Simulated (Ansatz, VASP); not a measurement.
**One calculation of AlCu3, two programs**

```
CELL_PARAMETERS angstrom
0.00000 2.88347 2.88347
2.88347 0.00000 2.88347
2.88347 2.88347 0.00000
ATOMIC_POSITIONS crystal
Al 0.96965 0.03035 0.03035
Cu 0.49809 0.50191 0.50191
Cu 0.25740 0.24260 0.24260
Cu 0.75740 0.74260 0.74260
```

Change from the starting cell: mode 10 (297.4 1/cm) frozen in, largest displacement +0.175 Å.

Alike in both runs: task single point; functional PBEsol; k mesh 14 × 14 × 14; occupations gaussian, width 0.15 eV; no spin polarisation.

|  | VASP | Ansatz |
| --- | --- | --- |
| version | VASP 6.6.1 | Ansatz 0.2.0 |
| potentials or method | VASP PAW PBE potentials, release 64 (Al, Cu), cutoff 520 eV | scalar-relativistic, plane waves, PAW |
| valence electrons in the cell | 36 | 60 |

|  | VASP | Ansatz | Ansatz less VASP |
| --- | --- | --- | --- |
| gap on the k mesh at the Fermi level (eV) | none | none | - |
| pressure (GPa) | 2.4 | 1.8 | -0.53 |
| traceless stress, the component that is largest in VASP (GPa) | -0.94 | -0.93 | +0.006 |
| rms of the force components (eV/Å) | 0.575 | 0.572 | -0.0032 |

VASP's potentials were made for PBE, not for PBEsol. Atom by atom the forces differ by 0.004 eV/Å (rms over components). A gap of «none» marks a metal or a gap that the smearing closes. VASP's potentials hold 36 valence electrons a cell and Ansatz's 60, so a difference there can come from the potentials and not from the codes.
